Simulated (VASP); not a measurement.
# HfGaTe (P4/nmm) in VASP: single point with r2SCAN

Aim: the single point of HfGaTe with r2SCAN.

Everything below comes from runs of VASP 6.6.1. Logs are shortened: lines on timing, memory, paths and dates and some standing lists are left out, and cuts for length are marked.

## (1) The cell of the first run

It takes space group P4/nmm (No. 129, tetragonal). The conventional cell has a = 3.749 Å, b = 3.749 Å, c = 9.939 Å, α = 90.00°, β = 90.00°, γ = 90.00°. Within 3.8 Å of Hf (site symmetry 4mm) lie 4 Ga at 2.86 Å and 4 Te at 2.98 Å and 4 Hf at 3.75 Å. Within 3.5 Å of Ga (site symmetry -4m2) lie 4 Ga at 2.65 Å and 4 Hf at 2.86 Å. Te (site symmetry 4mm) has 4 Hf at 2.98 Å and 8 Te at 3.75 to 3.92 Å and 4 Ga at 4.00 Å within 4.0 Å.

## (2) Single point, r2SCAN

POSCAR

```
HfGaTe
1.0
    3.7487660000      0.0000000000      0.0000000000
    0.0000000000      3.7487660000      0.0000000000
    0.0000000000      0.0000000000      9.9388260000
Hf Ga Te
2 2 2
Direct
    0.0000000000      0.5000000000      0.2170000000
    0.5000000000      0.0000000000      0.7830000000
    0.0000000000      0.0000000000      0.0000000000
    0.5000000000      0.5000000000      0.0000000000
    0.0000000000      0.5000000000      0.6450000000
    0.5000000000      0.0000000000      0.3550000000
```

INCAR.step1

```
SYSTEM = HfGaTe
  ALGO = Normal
  EDIFF = 1E-5
  ENCUT = 550
  GGA = PE
  GGA_COMPAT = .False.
  ISMEAR = 1
  LASPH = .True.
  LCHARG = .False.
  LREAL = .False.
  LWAVE = .True.
  NBANDS = 38
  NELM = 120
  PREC = Accurate
  SIGMA = 0.0611
```

INCAR.step2

```
SYSTEM = HfGaTe
  ALGO = Normal
  EDIFF = 1E-6
  ENCUT = 550
  GGA_COMPAT = .False.
  ISIF = 2
  ISMEAR = 1
  ISTART = 1
  LASPH = .True.
  LCHARG = .False.
  LMIXTAU = .True.
  LREAL = .False.
  LWAVE = .False.
  METAGGA = R2SCAN
  NBANDS = 38
  NELM = 120
  PREC = Accurate
  SIGMA = 0.0611
```

KPOINTS

```
k-points
0
Gamma
  7 7 3
  0 0 0
```

Potentials or basis: VASP PAW PBE potentials, release 64 (Hf_pv, Ga_d, Te).

Command:

```sh
$ cat potpaw_PBE.64/Hf_pv/POTCAR potpaw_PBE.64/Ga_d/POTCAR potpaw_PBE.64/Te/POTCAR > POTCAR
$ cp INCAR.step1 INCAR
$ mpirun -np 1 vasp_std > vasp.out
$ cp INCAR.step2 INCAR
$ mpirun -np 1 vasp_std > vasp.out
```

OUTCAR:

```text
SYSTEM = HfGaTe
   EDIFF = 1E-6
   ENCUT = 550
   ISIF = 2
   ISMEAR = 1
   ISTART = 1
   LASPH = .True.
   LREAL = .False.
   METAGGA = R2SCAN
   NELM = 120
   PREC = Accurate

 ion  position               nearest neighbor table
   1  0.000  0.500  0.217-   3 2.86   4 2.86   3 2.86   4 2.86   6 2.98   6 2.98   6 2.98   6 2.98

   2  0.500  0.000  0.783-   3 2.86   4 2.86   4 2.86   3 2.86   5 2.98   5 2.98   5 2.98   5 2.98

   3  0.000  0.000  0.000-   4 2.65   4 2.65   4 2.65   4 2.65   2 2.86   2 2.86   1 2.86   1 2.86

   4  0.500  0.500  0.000-   3 2.65   3 2.65   3 2.65   3 2.65   2 2.86   1 2.86   1 2.86   2 2.86

   5  0.000  0.500  0.645-   2 2.98   2 2.98   2 2.98   2 2.98
   6  0.500  0.000  0.355-   1 2.98   1 2.98   1 2.98   1 2.98

  LATTYP: Found a simple tetragonal cell.
 ALAT       =     3.7487660000
 C/A-ratio  =     2.6512260301

  Lattice vectors:

 A1 = (   3.7487660000,   0.0000000000,   0.0000000000)
 A2 = (   0.0000000000,   3.7487660000,   0.0000000000)
 A3 = (   0.0000000000,   0.0000000000,   9.9388260000)

Analysis of symmetry for initial positions (statically):
=====================================================================
 Subroutine PRICEL returns:
 Original cell was already a primitive cell.

 Routine SETGRP: Setting up the symmetry group for a
 simple tetragonal supercell.

 Subroutine GETGRP returns: Found 16 space group operations
 (whereof  8 operations were pure point group operations)
 out of a pool of 16 trial point group operations.

The static configuration has the point symmetry D_2d.
 The point group associated with its full space group is D_4h.

Analysis of symmetry for dynamics (positions and initial velocities):
=====================================================================
 Subroutine PRICEL returns:
 Original cell was already a primitive cell.

 Routine SETGRP: Setting up the symmetry group for a
 simple tetragonal supercell.

 Subroutine GETGRP returns: Found 16 space group operations
 (whereof  8 operations were pure point group operations)
 out of a pool of 16 trial point group operations.

The dynamic configuration has the point symmetry D_2d.
 The point group associated with its full space group is D_4h.

 Subroutine INISYM returns: Found 16 space group operations
 (whereof  8 operations are pure point group operations),
 and found     1 'primitive' translations

----------------------------------------------------------------------------------------

                                     Primitive cell

  volume of cell :     139.6728

  direct lattice vectors                    reciprocal lattice vectors
     3.748766000  0.000000000  0.000000000     0.266754447  0.000000000  0.000000000
     0.000000000  3.748766000  0.000000000     0.000000000  0.266754447  0.000000000
     0.000000000  0.000000000  9.938826000     0.000000000  0.000000000  0.100615505

  length of vectors
     3.748766000  3.748766000  9.938826000     0.266754447  0.266754447  0.100615505

  position of ions in fractional coordinates (direct lattice)
     0.000000000  0.500000000  0.217000000
     0.500000000  0.000000000  0.783000000
     0.000000000  0.000000000  0.000000000
     0.500000000  0.500000000  0.000000000
     0.000000000  0.500000000  0.645000000
     0.500000000  0.000000000  0.355000000

  ion indices of the primitive-cell ions
   primitive index   ion index
                 1           1
                 2           2
                 3           3
                 4           4
                 5           5
                 6           6

----------------------------------------------------------------------------------------

 KPOINTS: k-points

Automatic generation of k-mesh.
 Grid dimensions read from file:
 generate k-points for:    7    7    3

 Generating k-lattice:

  Cartesian coordinates                     Fractional coordinates (reciprocal lattice)
     0.038107778  0.000000000  0.000000000     0.142857143  0.000000000  0.000000000
     0.000000000  0.038107778  0.000000000     0.000000000  0.142857143  0.000000000
     0.000000000  0.000000000  0.033538502     0.000000000  0.000000000  0.333333333

  Length of vectors
     0.038107778  0.038107778  0.033538502

  Shift w.r.t. Gamma in fractional coordinates (k-lattice)
     0.000000000  0.000000000  0.000000000

 Subroutine IBZKPT returns following result:
 ===========================================

 Found     20 irreducible k-points:

 Following reciprocal coordinates:
            Coordinates               Weight
  0.000000  0.000000  0.000000      1.000000
  0.142857  0.000000  0.000000      4.000000
  0.285714  0.000000  0.000000      4.000000
  0.428571  0.000000  0.000000      4.000000
  0.142857  0.142857  0.000000      4.000000
  0.285714  0.142857  0.000000      8.000000
[... 12 lines left out ...]
  0.428571  0.285714  0.333333     16.000000
  0.428571  0.428571  0.333333      8.000000
   k-points           NKPTS =     20   k-points in BZ     NKDIM =     20   number of bands    NBANDS=     38
   number of dos      NEDOS =    301   number of ions     NIONS =      6
   total plane-waves  NPLWV =  72000
   dimension x,y,z NGX =    30 NGY =   30 NGZ =   80
   dimension x,y,z NGXF=    60 NGYF=   60 NGZF=  160
   ions per type =               2   2   2
   NGX,Y,Z   is equivalent  to a cutoff of  13.30, 13.30, 13.38 a.u.
   NGXF,Y,Z  is equivalent  to a cutoff of  26.61, 26.61, 26.76 a.u.
 SYSTEM =  HfGaTe
   PREC   = accura    normal or accurate (medium, high low for compatibility)
   ISTART =      1    job   : 0-new  1-cont  2-samecut
   ICHARG =      0    charge: 1-file 2-atom 10-const
   ISPIN  =      1    spin polarized calculation?
   LNONCOLLINEAR =      F non collinear calculations
   LSORBIT =      F    spin-orbit coupling
   LASPH  =      T    aspherical Exc in radial PAW
   ENCUT  =  550.0 eV  40.42 Ry    6.36 a.u.   7.17  7.17 19.01*2*pi/ulx,y,z
   NELM   =    120;   NELMIN=  2; NELMDL=  0     # of ELM steps
   EDIFF  = 0.1E-05   stopping-criterion for ELM
   LREAL  =      F    real-space projection
   EDIFFG = 0.1E-04   stopping-criterion for IOM
   NSW    =      0    number of steps for IOM
   IBRION =     -1    ionic relax: 0-MD 1-quasi-New 2-CG
   NFREE  =      0    steps in history (QN), initial steepest desc. (CG)
   ISIF   =      2    stress and relaxation
   ISYM   =      2    0-nonsym 1-usesym 2-fastsym
   POTIM  = 0.5000    time-step for ionic-motion
   TEBEG  =    0.0;   TEEND  =   0.0 temperature during run
   PSTRESS=    0.0 pullay stress
   NELECT =      58.0000    total number of electrons
   NUPDOWN=      -1.0000    fix difference up-down
   EMIN   =  10.00;   EMAX   =-10.00  energy-range for DOS
   EFERMI =   0.00;   METHOD = LEGACY
   ISMEAR =     1;   SIGMA  =   0.06  broadening in eV -4-tet -1-fermi 0-gaus
   EFERMI_NEDOS =   21; number of points for ismear=-14 and -15
   IALGO  =     38    algorithm
   IMIX   =      4    mixing-type and parameters
     AMIX     =   0.40;   BMIX     =  1.00
     AMIX_MAG =   1.60;   BMIX_MAG =  1.00
  volume/ion in A,a.u.               =      23.28       157.09
  Fermi-wavevector in a.u.,A,eV,Ry     =   1.221369  2.308053 20.296387  1.491742
  Thomas-Fermi vector in A             =   2.356554
   LORBIT       =      0    0 simple, 1 ext, 2 COOP (PROOUT), +10 PAW based schemes
   METAGGA = R2SCAN    functional components
   LHFCALC =     F    Hartree Fock is set to
   AEXX    =    0.0000 exact exchange contribution
   IVDW    =     0    specifies the selected vdW correction
   LEPSILON=     F    determine dielectric tensor
   LRPA    =     F    only Hartree local field effects (RPA)
 non-spin polarized calculation
 Methfessel and Paxton  Order N= 1 SIGMA  =   0.06
  energy-cutoff  :      550.00
  volume of cell :      139.67
 maximum number of plane-waves:      4114
 NGX is ok and might be reduce to    30
   NGX = 15   NGY = 15   NGZ = 39

 number of electron      57.9999994 magnetization

 Free energy of the ion-electron system (eV)
  ---------------------------------------------------
  ext. energy  EPLUGINS =         0.00000000
  ---------------------------------------------------
  free energy    TOTEN  =      -167.54932113 eV

  energy without entropy =     -167.54939956  energy(sigma->0) =     -167.54934727

 E-fermi :   5.6174     XC(G=0): -11.2687

 val. band max:        5.5920986705   @ k =   0.2857   0.0000   0.3333
 cond. band min:       5.6375306178   @ k =   0.4286   0.0000   0.3333
 fundamental gap:      0.0454319473
 Fermi energy:         5.6174184486

 k-point     1 :       0.0000    0.0000    0.0000
  band No.  band energies     occupation
      1     -26.4712      2.00000
      2     -26.4655      2.00000
      3     -26.3355      2.00000
      4     -26.3355      2.00000
      5     -26.3353      2.00000
      6     -26.3353      2.00000
[... 30 lines left out ...]
     37       8.9786      0.00000
     38      10.1204      0.00000

 k-point     2 :       0.1429    0.0000    0.0000
  band No.  band energies     occupation
      1     -26.4690      2.00000
      2     -26.4639      2.00000
      3     -26.3518      2.00000
      4     -26.3517      2.00000
      5     -26.3339      2.00000
      6     -26.3338      2.00000
[... 30 lines left out ...]
     37       9.6642      0.00000
     38      10.5069      0.00000

 k-point     3 :       0.2857    0.0000    0.0000
  band No.  band energies     occupation
      1     -26.4637      2.00000
      2     -26.4603      2.00000
      3     -26.3883      2.00000
      4     -26.3883      2.00000
      5     -26.3304      2.00000
      6     -26.3303      2.00000
[... 30 lines left out ...]
     37       9.7781      0.00000
     38      10.9259      0.00000

 k-point     4 :       0.4286    0.0000    0.0000
  band No.  band energies     occupation
      1     -26.4590      2.00000
      2     -26.4578      2.00000
      3     -26.4174      2.00000
      4     -26.4173      2.00000
      5     -26.3276      2.00000
      6     -26.3276      2.00000
[... 30 lines left out ...]
     37       9.9670      0.00000
     38      10.6002      0.00000
[... 539 lines left out ...]
      4     -26.3822      2.00000
      5     -26.3805      2.00000
      6     -26.3795      2.00000
[... 30 lines left out ...]
     37      10.2087      0.00000
     38      10.4405      0.00000

 k-point    19 :       0.4286    0.2857    0.3333
  band No.  band energies     occupation
      1     -26.4526      2.00000
      2     -26.4519      2.00000
      3     -26.4095      2.00000
      4     -26.4094      2.00000
      5     -26.3775      2.00000
      6     -26.3774      2.00000
[... 30 lines left out ...]
     37       9.9128      0.00000
     38      10.1885      0.00000

 k-point    20 :       0.4286    0.4286    0.3333
  band No.  band energies     occupation
      1     -26.4490      2.00000
      2     -26.4487      2.00000
      3     -26.4060      2.00000
      4     -26.4055      2.00000
      5     -26.4045      2.00000
      6     -26.4039      2.00000
[... 30 lines left out ...]
     37      10.1652      0.00000
     38      10.5998      0.00000

------------------------ aborting loop because EDIFF is reached ----------------------------------------

  FORCE on cell =-STRESS in cart. coord.  units (eV):
  Direction    XX          YY          ZZ          XY          YZ          ZX
  --------------------------------------------------------------------------------------
  -------------------------------------------------------------------------------------
  Total       -2.0837776     -2.0837776      1.2911595      0.0000000      0.0000000      0.0000000
  in kB      -23.9028780    -23.9028780     14.8108075      0.0000000      0.0000000      0.0000000
  external PRESSURE =     -10.9983161 kB  Pullay stress =       0.0000000 kB

 VOLUME and BASIS-vectors are now :
 -----------------------------------------------------------------------------
  energy-cutoff  :      550.00
  volume of cell :      139.67
      direct lattice vectors                 reciprocal lattice vectors
     3.748766000  0.000000000  0.000000000     0.266754447  0.000000000  0.000000000
     0.000000000  3.748766000  0.000000000     0.000000000  0.266754447  0.000000000
     0.000000000  0.000000000  9.938826000     0.000000000  0.000000000  0.100615505

 POSITION                                       TOTAL-FORCE (eV/Angst)
 -----------------------------------------------------------------------------------
      0.00000      1.87438      2.15673        -0.000000      0.000000      1.245253
      1.87438      0.00000      7.78210         0.000000     -0.000000     -1.245253
      0.00000      0.00000      0.00000        -0.000000     -0.000000      0.000000
      1.87438      1.87438      0.00000        -0.000000      0.000000      0.000000
      0.00000      1.87438      6.41054        -0.000000     -0.000000      0.685578
      1.87438      0.00000      3.52828        -0.000000      0.000000     -0.685578
 -----------------------------------------------------------------------------------
    total drift:                                0.000000      0.000000     -0.000000

  FREE ENERGIE OF THE ION-ELECTRON SYSTEM (eV)
  ---------------------------------------------------
  free  energy   TOTEN  =      -167.5493211275 eV

  energy  without entropy=     -167.5493995647  energy(sigma->0) =     -167.54934727
```

It took 17 min on 1 thread of Intel Xeon 8259CL, shared host; peak memory 0.36 GiB.

What came out:

* Free energy: -167.5493 eV
* Pressure: -1.1 GPa
* Largest force: 1.245 eV/Å
* Band gap on the k mesh: zero (bands 29 and 30 overlap by 1.17 eV)

Forces on the atoms (eV/Å):
```
Hf   0.000  0.000  1.245
Hf   0.000  0.000 -1.245
Ga   0.000  0.000  0.000
Ga   0.000  0.000  0.000
Te   0.000  0.000  0.686
Te   0.000  0.000 -0.686
```

Caveat: the PAW data sets were made with another functional, which shifts forces and pressure a little; spin-orbit coupling is left out, which moves the levels of the heavy elements.
